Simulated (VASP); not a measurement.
## AlMo3H: relaxation of cell and atoms with PBE

The system is AlMo3H.

```
CELL_PARAMETERS angstrom
4.56886 0.00000 0.00000
0.00000 4.56886 0.00000
0.00000 0.00000 4.56886
ATOMIC_POSITIONS crystal
Al 0.50000 0.50000 0.50000
H 0.00000 0.00000 0.00000
Mo 0.00000 0.50000 0.50000
Mo 0.50000 0.00000 0.50000
Mo 0.50000 0.50000 0.00000
```

The cell was generated, and may not be a known phase.

```
Program                : VASP 6.6.1
Task                   : relaxation of cell and atoms
Functional             : PBE
Potentials or basis    : VASP PAW PBE potentials, release 64 (Al, H, Mo_sv)
Cutoff                 : 600 eV
k mesh                 : 8 × 8 × 8
Occupations            : gaussian, width 0.1 eV
Spin                   : no spin polarisation
Dipole correction      : no
Further INCAR settings : ALGO = Fast; EDIFF = 1e-07; IBRION = 2; EDIFFG = -0.01; NSW = 100; ISIF = 3
```

```json
{
  "Relaxed volume": "19.11 Å³/atom",
  "Relaxed cell": "a = 4.571 Å, b = 4.571 Å, c = 4.571 Å, α = 90.00°, β = 90.00°, γ = 90.00°",
  "Space group after relaxing (to 0.1 Å)": "Pm-3m (No. 221)",
  "Energy gained by relaxing": "0.0 meV/atom",
  "Ionic steps": "2",
  "Pressure after relaxing": "-0.1 GPa",
  "Band gap on the k mesh": "zero (bands 23 and 24 overlap by 1.02 eV)"
}
```

Final structure:
```
Al H Mo
1.0
     4.57140    0.00000    0.00000
     0.00000    4.57140    0.00000
     0.00000    0.00000    4.57140
Al H Mo
1 1 3
Direct
  0.50000 0.50000 0.50000
  0.00000 0.00000 0.00000
  0.00000 0.50000 0.50000
  0.50000 0.00000 0.50000
  0.50000 0.50000 0.00000
```

Levels at points of the mesh, in eV from the Fermi level:
```
           k point  band 20  band 21  band 22  band 23  band 24  band 25  band 26  band 27
(0.00, 0.00, 0.00)     0.16     0.16     0.65     0.65     0.65     1.04     1.04     1.04
(0.50, 0.00, 0.00)    -1.55    -1.55    -0.61     0.04     0.20     0.26     0.64     0.64
(0.50, 0.50, 0.00)    -0.93    -0.93    -0.87    -0.37    -0.37     0.33     0.57     0.63
(0.50, 0.50, 0.50)    -0.70    -0.18    -0.18    -0.18     1.00     1.13     1.16     1.24
```

Run time: 7.7 min on 1 thread of Oxide Virtual Turin-like Processor, on a shared host, peak memory 0.28 GiB.
